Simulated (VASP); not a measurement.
Runs of VASP 6.6.1 on Se. It takes space group R-3m (No. 166, trigonal). Conventional cell: a = 3.850 Å, b = 3.850 Å, c = 2.645 Å, α = 90.00°, β = 90.00°, γ = 120.00°. Se (site symmetry -3m) has 14 Se at 2.39 to 2.84 Å within 3.2 Å. 

```csv
level,potentials or basis,gap on the mesh (eV),pressure (GPa)
RPBE,"VASP PAW PBE potentials, release 64 (Se)",none,158.6
PBE,"VASP PAW PBE potentials, release 64 (Se)",none,155.7
LDA,"VASP PAW LDA potentials, release 64 (Se)",none,(b)
BLYP,"VASP PAW PBE potentials, release 64 (Se)",none,177.3
PBEsol,"VASP PAW PBE potentials, release 64 (Se)",none,(a)
```

Alike in all rows: task single point; no spin polarisation; cell as given; k mesh 6 × 6 × 6; cutoff (eV) 500; smearing methfessel-paxton 0.2 eV.

**Question.** Fill in the values left out.

**Answer.** (a) 147.0; (b) 143.4.

Caveats: all runs use coarse meshes; the PAW data sets were made with another functional, which shifts forces and pressure a little (some runs).

A k mesh can miss the band edges, and the runs leave out spin-orbit coupling on Se.

A gap of «none» marks levels without a gap at the run's occupations.
